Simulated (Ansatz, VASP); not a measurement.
Rh in VASP and in Ansatz

```
Rh
1.0
     3.80219    0.00000    0.00000
    -1.90110    3.29280    0.00000
     0.00000    0.00000   26.95303
Rh
2
Cartesian
  1.9011 1.0976 7.6022
  0.0000 2.1952 8.3978
```

Change from the starting cell: species swapped into a sheet of the Bi type.

Alike in both runs: functional PBE; k mesh 12 × 12 × 1; occupations gaussian, width 0.02 eV; no spin polarisation.

Ansatz relaxed the structure, and its values are those at the end. VASP's run is a single point on that final structure, the one shown.

|  | VASP | Ansatz |
| --- | --- | --- |
| version | VASP 6.6.1 | Ansatz 0.2.0 |
| potentials or method | VASP PAW PBE potentials, release 64 (Rh_pv), cutoff 520 eV | scalar-relativistic, plane waves, PAW |
| valence electrons in the cell | 30 | 34 |

|  | VASP | Ansatz | Ansatz less VASP |
| --- | --- | --- | --- |
| gap on the k mesh at the Fermi level (eV) | 0.37 | 0.38 | +0.008 |
| least direct gap on the mesh (eV) | 0.54 | 0.54 | -0.007 |
| rms of the force components (eV/Å) | 0.014 | 0.001 | -0.0134 |

The functional is the same, so the differences come from potentials, cutoffs and numerics. VASP's potentials hold 30 valence electrons a cell and Ansatz's 34, so a difference there can come from the potentials and not from the codes.
